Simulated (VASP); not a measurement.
# Rh (R-3m) in VASP: notebook

The runs below take Rh through electric field gradients, with PBE.

All numbers are computed with VASP 6.6.1; they aren't measurements. Logs are shortened: lines on timing, memory, paths and dates and some standing lists are left out, and cuts for length are marked.

### Step 1. The cell of the first run

Symmetry: R-3m, No. 166, trigonal system. The conventional cell has a = 2.662 Å, b = 2.662 Å, c = 6.719 Å, α = 90.00°, β = 90.00°, γ = 120.00°. Within 3.5 Å of Rh (site symmetry -3m) lie 12 Rh at 2.66 to 2.72 Å.

### Step 2. Electric field gradients, PBE (equal xy, yz and zx shear strains of +2 %)

Input file INCAR:

```
  ALGO = Normal
  EDIFF = 1E-8
  ENCUT = 520
  GGA = PE
  ISIF = 2
  ISMEAR = -1
  LASPH = T
  LCHARG = F
  LEFG = T
  LREAL = F
  LWAVE = F
  NBANDS = 14
  NELM = 60
  PREC = Accurate
  SIGMA = 0.08
```

Input file KPOINTS:

```
k-points
0
Gamma
  16 16 16
```

Input file POSCAR:

```
Rh
1.0
    0.0380310000      1.9205655000      1.9205655000
    1.9205655000      0.0380310000      1.9205655000
    1.9205655000      1.9205655000      0.0380310000
Rh
1
Direct
    0.0000000000      0.0000000000      0.0000000000
```

Potentials or basis: VASP PAW PBE potentials, release 64 (Rh_pv).

The run is started by

```console
cat potpaw_PBE.64/Rh_pv/POTCAR > POTCAR
mpirun -np 1 vasp_std > vasp.out
```

OUTCAR:

```text
EDIFF = 1E-8
   ENCUT = 520
   GGA = PE
   ISIF = 2
   ISMEAR = -1
   LASPH = T
   LREAL = F
   NELM = 60
   PREC = Accurate

 ion  position               nearest neighbor table
   1  0.000  0.000  0.000-

  LATTYP: Found a trigonal (rhomboedric) cell.
 ALAT       =     2.7163560217
 COS(alpha) =     0.5197000882

  Lattice vectors:

 A1 = (   0.0380310000,   1.9205655000,   1.9205655000)
 A2 = (   1.9205655000,   0.0380310000,   1.9205655000)
 A3 = (   1.9205655000,   1.9205655000,   0.0380310000)

Analysis of symmetry for initial positions (statically):
=====================================================================
 Subroutine PRICEL returns:
 Original cell was already a primitive cell.

 Routine SETGRP: Setting up the symmetry group for a
 trigonal (rhombohedral) supercell.

 Subroutine GETGRP returns: Found 12 space group operations
 (whereof 12 operations were pure point group operations)
 out of a pool of 12 trial point group operations.

The static configuration has the point symmetry D_3d.

Analysis of symmetry for dynamics (positions and initial velocities):
=====================================================================
 Subroutine PRICEL returns:
 Original cell was already a primitive cell.

 Routine SETGRP: Setting up the symmetry group for a
 trigonal (rhombohedral) supercell.

 Subroutine GETGRP returns: Found 12 space group operations
 (whereof 12 operations were pure point group operations)
 out of a pool of 12 trial point group operations.

The dynamic configuration has the point symmetry D_3d.

 Subroutine INISYM returns: Found 12 space group operations
 (whereof 12 operations are pure point group operations),
 and found     1 'primitive' translations

----------------------------------------------------------------------------------------

                                     Primitive cell

  volume of cell :      13.7475

  direct lattice vectors                    reciprocal lattice vectors
     0.038031000  1.920565500  1.920565500    -0.268203298  0.262995467  0.262995467
     1.920565500  0.038031000  1.920565500     0.262995467 -0.268203298  0.262995467
     1.920565500  1.920565500  0.038031000     0.262995467  0.262995467 -0.268203298

  length of vectors
     2.716356022  2.716356022  2.716356022     0.458547969  0.458547969  0.458547969

  position of ions in fractional coordinates (direct lattice)
     0.000000000  0.000000000  0.000000000

  ion indices of the primitive-cell ions
   primitive index   ion index
                 1           1

----------------------------------------------------------------------------------------

 KPOINTS: k-points

Automatic generation of k-mesh.
 Grid dimensions read from file:
 generate k-points for:   16   16   16

 Generating k-lattice:

  Cartesian coordinates                     Fractional coordinates (reciprocal lattice)
    -0.016762706  0.016437217  0.016437217     0.062500000  0.000000000  0.000000000
     0.016437217 -0.016762706  0.016437217     0.000000000  0.062500000  0.000000000
     0.016437217  0.016437217 -0.016762706     0.000000000  0.000000000  0.062500000

  Length of vectors
     0.028659248  0.028659248  0.028659248

  Shift w.r.t. Gamma in fractional coordinates (k-lattice)
     0.000000000  0.000000000  0.000000000

 Subroutine IBZKPT returns following result:
 ===========================================

 Found    417 irreducible k-points:

 Following reciprocal coordinates:
            Coordinates               Weight
  0.000000  0.000000  0.000000      1.000000
  0.062500  0.000000  0.000000      6.000000
  0.125000  0.000000  0.000000      6.000000
  0.187500  0.000000 -0.000000      6.000000
  0.250000  0.000000  0.000000      6.000000
  0.312500  0.000000  0.000000      6.000000
[... 16 lines left out ...]
 -0.125000  0.062500 -0.000000     12.000000
 -0.062500  0.062500  0.000000      6.000000
 [... further k-points ...]
   k-points           NKPTS =    417   k-points in BZ     NKDIM =    417   number of bands    NBANDS=     14
   number of dos      NEDOS =    301   number of ions     NIONS =      1
   total plane-waves  NPLWV =   8000
   dimension x,y,z NGX =    20 NGY =   20 NGZ =   20
   dimension x,y,z NGXF=    40 NGYF=   40 NGZF=   40
   ions per type =               1
   NGX,Y,Z   is equivalent  to a cutoff of  12.24, 12.24, 12.24 a.u.
   NGXF,Y,Z  is equivalent  to a cutoff of  24.48, 24.48, 24.48 a.u.
 SYSTEM =  unknown system
   PREC   = accura    normal or accurate (medium, high low for compatibility)
   ISTART =      0    job   : 0-new  1-cont  2-samecut
   ICHARG =      2    charge: 1-file 2-atom 10-const
   ISPIN  =      1    spin polarized calculation?
   LNONCOLLINEAR =      F non collinear calculations
   LSORBIT =      F    spin-orbit coupling
   LASPH  =      T    aspherical Exc in radial PAW
   ENCUT  =  520.0 eV  38.22 Ry    6.18 a.u.   5.05  5.05  5.05*2*pi/ulx,y,z
   NELM   =     60;   NELMIN=  2; NELMDL= -5     # of ELM steps
   EDIFF  = 0.1E-07   stopping-criterion for ELM
   LREAL  =      F    real-space projection
   EDIFFG = 0.1E-06   stopping-criterion for IOM
   NSW    =      0    number of steps for IOM
   IBRION =     -1    ionic relax: 0-MD 1-quasi-New 2-CG
   NFREE  =      0    steps in history (QN), initial steepest desc. (CG)
   ISIF   =      2    stress and relaxation
   ISYM   =      2    0-nonsym 1-usesym 2-fastsym
   POTIM  = 0.5000    time-step for ionic-motion
   TEBEG  =    0.0;   TEEND  =   0.0 temperature during run
   PSTRESS=    0.0 pullay stress
   NELECT =      15.0000    total number of electrons
   NUPDOWN=      -1.0000    fix difference up-down
   EMIN   =  10.00;   EMAX   =-10.00  energy-range for DOS
   EFERMI =   0.00;   METHOD = LEGACY
   ISMEAR =    -1;   SIGMA  =   0.08  broadening in eV -4-tet -1-fermi 0-gaus
   EFERMI_NEDOS =   21; number of points for ismear=-14 and -15
   IALGO  =     38    algorithm
   IMIX   =      4    mixing-type and parameters
     AMIX     =   0.40;   BMIX     =  1.00
     AMIX_MAG =   1.60;   BMIX_MAG =  1.00
  volume/ion in A,a.u.               =      13.75        92.77
  Fermi-wavevector in a.u.,A,eV,Ry     =   1.685378  3.184903 38.647334  2.840499
  Thomas-Fermi vector in A             =   2.768232
   LORBIT       =      0    0 simple, 1 ext, 2 COOP (PROOUT), +10 PAW based schemes
   GGA     = PE    functional components
   LHFCALC =     F    Hartree Fock is set to
   AEXX    =    0.0000 exact exchange contribution
   IVDW    =     0    specifies the selected vdW correction
   LEPSILON=     F    determine dielectric tensor
   LRPA    =     F    only Hartree local field effects (RPA)
 non-spin polarized calculation
  energy-cutoff  :      520.00
  volume of cell :       13.75
 maximum number of plane-waves:       381
   NGX = 11   NGY = 11   NGZ = 11

 number of electron      15.0000005 magnetization

 Free energy of the ion-electron system (eV)
  ---------------------------------------------------
  ext. energy  EPLUGINS =         0.00000000
  ---------------------------------------------------
  free energy    TOTEN  =        -7.25727740 eV

  energy without entropy =       -7.22764671  energy(sigma->0) =       -7.24246206

 E-fermi :  11.8971     XC(G=0): -14.0308

 val. band max:       11.8936159481   @ k =  -0.3125   0.1250   0.0625
 cond. band min:      11.9014703783   @ k =  -0.4375   0.4375   0.0625
 fundamental gap:      0.0078544302
 Fermi energy:        11.8971113947

 k-point     1 :       0.0000    0.0000    0.0000
  band No.  band energies     occupation
      1     -34.4758      2.00000
      2     -34.4659      2.00000
      3     -34.4659      2.00000
      4       3.9472      2.00000
      5       8.5911      2.00000
      6       8.9353      2.00000
      7       8.9353      2.00000
      8      10.9318      1.99999
      9      10.9318      1.99999
     10      27.8855      0.00000
     11      32.4448      0.00000
     12      32.7533      0.00000
     13      33.6933      0.00000
     14      33.6933      0.00000

 k-point     2 :       0.0625    0.0000    0.0000
  band No.  band energies     occupation
      1     -34.4969      2.00000
      2     -34.4783      2.00000
      3     -34.4705      2.00000
      4       4.1074      2.00000
      5       8.6402      2.00000
      6       8.8728      2.00000
      7       9.0086      2.00000
      8      10.8903      1.99999
      9      10.8924      1.99999
     10      28.1232      0.00000
[... 362 lines left out ...]
 k-point    24 :      -0.0625    0.0625    0.0000
  band No.  band energies     occupation
      1     -34.5411      2.00000
      2     -34.4901      2.00000
      3     -34.4771      2.00000
      4       4.3694      2.00000
      5       8.7141      2.00000
      6       8.7652      2.00000
      7       9.1493      2.00000
      8      10.7211      2.00000
      9      10.9349      1.99999
     10      28.5079      0.00000
     11      31.8766      0.00000
     12      32.4474      0.00000
     13      33.1892      0.00000
     14      34.1915      0.00000

 [... further k-points ...]
[... 5 lines left out ...]
  --------------------------------------------------------------------------------------
  -------------------------------------------------------------------------------------
  Total        0.5563743      0.5563743      0.5563743     -0.3391908     -0.3391908     -0.3391908
  in kB       64.8416181     64.8416181     64.8416181    -39.5303621    -39.5303621    -39.5303621
  external PRESSURE =      64.8416181 kB  Pullay stress =       0.0000000 kB

 VOLUME and BASIS-vectors are now :
 -----------------------------------------------------------------------------
  energy-cutoff  :      520.00
  volume of cell :       13.75
      direct lattice vectors                 reciprocal lattice vectors
     0.038031000  1.920565500  1.920565500    -0.268203298  0.262995467  0.262995467
     1.920565500  0.038031000  1.920565500     0.262995467 -0.268203298  0.262995467
     1.920565500  1.920565500  0.038031000     0.262995467  0.262995467 -0.268203298

 POSITION                                       TOTAL-FORCE (eV/Angst)
 -----------------------------------------------------------------------------------
      0.00000      0.00000      0.00000         0.000000     -0.000000      0.000000
 -----------------------------------------------------------------------------------
    total drift:                                0.000000      0.000000      0.000000

  FREE ENERGIE OF THE ION-ELECTRON SYSTEM (eV)
  ---------------------------------------------------
  free  energy   TOTEN  =        -7.2572773980 eV

  energy  without entropy=       -7.2276467136  energy(sigma->0) =       -7.24246206

 Electric field gradients (V/A^2)
---------------------------------------------------------------------
 ion       V_xx      V_yy      V_zz      V_xy      V_xz      V_yz
---------------------------------------------------------------------
   1      -0.000    -0.000    -0.000     1.226     1.226     1.226
---------------------------------------------------------------------

 Electric field gradients after diagonalization (V/A^2)
 (convention: |V_zz| > |V_xx| > |V_yy|)
----------------------------------------------------------------------
 ion       V_xx      V_yy      V_zz     asymmetry (V_yy - V_xx)/ V_zz
----------------------------------------------------------------------
   1      -1.226    -1.226     2.451       0.000
----------------------------------------------------------------------

           NMR quadrupolar parameters

 Cq : quadrupolar parameter    Cq=e*Q*V_zz/h
 eta: asymmetry parameters     (V_yy - V_xx)/ V_zz
 Q  : nuclear electric quadrupole moment in mb (millibarn)
----------------------------------------------------------------------
 ion       Cq(MHz)       eta       Q (mb)
----------------------------------------------------------------------
   1       0.006       0.000       1.000
----------------------------------------------------------------------
```

Run time: 58 s. Hardware: 1 thread of Intel Xeon 8259CL, shared host; peak memory 0.19 GiB.

What came out:

```yaml
Free_energy: -7.2573 eV
Pressure: 6.5 GPa
Band_gap_on_the_k_mesh: zero (an odd number of electrons rules out a gap without spin polarisation)
Largest_electric_field_gradient_by_atom: Rh +2.5 V/Å²
```

Electric field gradients, principal values (V/Å²):
```
atom   least  middle  greatest (by size)
1 Rh  -1.226  -1.226               2.451
```

Caveat: the cell differs from its parent crystal (equal xy, yz and zx shear strains of +2 %); the cell stands under pressure; without QUAD_EFG the Cq values of the log hold for a quadrupole moment of 1 mb, not for the nuclei.

### Step 3. Electric field gradients, PBE (equal xy, yz and zx shear strains of +2 %)

Input file INCAR:

```
SYSTEM = Rh
PREC     = Accurate       ! precision mode
ENCUT    = 520            ! plane-wave cutoff, eV
EDIFF    = 1E-8           ! SCF threshold, eV
ISMEAR   = -1             ! smearing method
SIGMA    = 0.08           ! smearing width, eV
LREAL    = .False.        ! projectors in reciprocal space
LASPH    = .True.         ! aspherical terms in the spheres
NELM     = 80             ! most SCF steps
ALGO     = Normal         ! electronic algorithm
ISIF     = 2              ! what is computed and relaxed
LWAVE    = .False.        ! write WAVECAR
LCHARG   = .False.        ! write CHGCAR
GGA      = PE             ! functional
LEFG     = .True.       
NBANDS   = 14             ! bands
```

Input file KPOINTS:

```
regular mesh
0
Gamma
  16 16 16
  0 0 0
```

POSCAR is that of step 2.

Potentials or basis: VASP PAW PBE potentials, release 64 (Rh_pv).

The run is started by

```console
cat potpaw_PBE.64/Rh_pv/POTCAR > POTCAR
mpirun -np 1 vasp_std > vasp.out
```

OUTCAR:

```text
SYSTEM = Rh
   PREC = Accurate
   ENCUT = 520
   EDIFF = 1E-8
   ISMEAR = -1
   LREAL = .False.
   LASPH = .True.
   NELM = 80
   ISIF = 2
   GGA = PE

 ion  position               nearest neighbor table
   1  0.000  0.000  0.000-

  LATTYP: Found a trigonal (rhomboedric) cell.
 ALAT       =     2.7163560217
 COS(alpha) =     0.5197000882

  Lattice vectors:

 A1 = (   0.0380310000,   1.9205655000,   1.9205655000)
 A2 = (   1.9205655000,   0.0380310000,   1.9205655000)
 A3 = (   1.9205655000,   1.9205655000,   0.0380310000)

Analysis of symmetry for initial positions (statically):
=====================================================================
 Subroutine PRICEL returns:
 Original cell was already a primitive cell.

 Routine SETGRP: Setting up the symmetry group for a
 trigonal (rhombohedral) supercell.

 Subroutine GETGRP returns: Found 12 space group operations
[... 588 lines left out ...]

 VOLUME and BASIS-vectors are now :
 -----------------------------------------------------------------------------
  energy-cutoff  :      520.00
  volume of cell :       13.75
      direct lattice vectors                 reciprocal lattice vectors
     0.038031000  1.920565500  1.920565500    -0.268203298  0.262995467  0.262995467
     1.920565500  0.038031000  1.920565500     0.262995467 -0.268203298  0.262995467
     1.920565500  1.920565500  0.038031000     0.262995467  0.262995467 -0.268203298

 POSITION                                       TOTAL-FORCE (eV/Angst)
 -----------------------------------------------------------------------------------
      0.00000      0.00000      0.00000         0.000000     -0.000000      0.000000
 -----------------------------------------------------------------------------------
    total drift:                                0.000000      0.000000      0.000000

  FREE ENERGIE OF THE ION-ELECTRON SYSTEM (eV)
  ---------------------------------------------------
  free  energy   TOTEN  =        -7.2572773980 eV

  energy  without entropy=       -7.2276467136  energy(sigma->0) =       -7.24246206

 Electric field gradients (V/A^2)
---------------------------------------------------------------------
 ion       V_xx      V_yy      V_zz      V_xy      V_xz      V_yz
---------------------------------------------------------------------
   1      -0.000    -0.000    -0.000     1.226     1.226     1.226
---------------------------------------------------------------------

 Electric field gradients after diagonalization (V/A^2)
 (convention: |V_zz| > |V_xx| > |V_yy|)
----------------------------------------------------------------------
 ion       V_xx      V_yy      V_zz     asymmetry (V_yy - V_xx)/ V_zz
----------------------------------------------------------------------
   1      -1.226    -1.226     2.451       0.000
----------------------------------------------------------------------

           NMR quadrupolar parameters

 Cq : quadrupolar parameter    Cq=e*Q*V_zz/h
 eta: asymmetry parameters     (V_yy - V_xx)/ V_zz
 Q  : nuclear electric quadrupole moment in mb (millibarn)
----------------------------------------------------------------------
 ion       Cq(MHz)       eta       Q (mb)
----------------------------------------------------------------------
   1       0.006       0.000       1.000
----------------------------------------------------------------------
```

OSZICAR:

```text
N       E                     dE             d eps       ncg     rms          rms(c)
DAV:   1     0.120434686399E+03    0.12043E+03   -0.87121E+03 11698   0.114E+03
DAV:   2    -0.615975227880E+01   -0.12659E+03   -0.12075E+03 12924   0.341E+02
DAV:   3    -0.774544567653E+01   -0.15857E+01   -0.15823E+01 14088   0.420E+01
DAV:   4    -0.775129689073E+01   -0.58512E-02   -0.58510E-02 13218   0.262E+00
DAV:   5    -0.775134866572E+01   -0.51775E-04   -0.51776E-04 13764   0.217E-01    0.102E+01
DAV:   6    -0.727722581807E+01    0.47412E+00   -0.80780E-01 12294   0.124E+01    0.359E+00
DAV:   7    -0.726076142046E+01    0.16464E-01   -0.17002E-02 13548   0.161E+00    0.169E+00
DAV:   8    -0.725741688946E+01    0.33445E-02   -0.33247E-03 12360   0.774E-01    0.208E-01
DAV:   9    -0.725727553203E+01    0.14136E-03   -0.94530E-05 12414   0.134E-01    0.114E-02
DAV:  10    -0.725727757963E+01   -0.20476E-05   -0.28398E-06 13488   0.204E-02    0.290E-03
DAV:  11    -0.725727757415E+01    0.54802E-08   -0.26211E-07 13140   0.678E-03    0.123E-03
DAV:  12    -0.725727739411E+01    0.18004E-06   -0.16373E-08  8526   0.183E-03    0.277E-04
DAV:  13    -0.725727739800E+01   -0.38976E-08   -0.64964E-10  6060   0.347E-04
   1 F= -.72572774E+01 E0= -.72424621E+01  d E =-.296307E-01
```

stdout:

```text
POSCAR found type information on POSCAR Rh
 POSCAR found :  1 types and       1 ions
 scaLAPACK will be used
 LDA part: xc-table for (Slater+PW92), standard interpolation
 POSCAR, INCAR and KPOINTS ok, starting setup
 FFT: planning ... GRIDC
 FFT: planning ... GRID_SOFT
 FFT: planning ... GRID
 WAVECAR not read
 entering main loop
ion   1
```

It took 63 s on 1 thread of Intel Xeon 8259CL, shared host; peak memory 0.19 GiB.

Results:

* Free energy: -7.2573 eV
* Pressure: 6.5 GPa
* Band gap on the k mesh: zero (an odd number of electrons rules out a gap without spin polarisation)
* Largest electric field gradient by atom: Rh +2.5 V/Å²

Electric field gradients, principal values (V/Å²):
| atom | least | middle | greatest (by size) |
| --- | --- | --- | --- |
| 1 Rh | -1.226 | -1.226 | 2.451 |

Caveat: the cell differs from its parent crystal (equal xy, yz and zx shear strains of +2 %); the cell stands under pressure; without QUAD_EFG the Cq values of the log hold for a quadrupole moment of 1 mb, not for the nuclei.
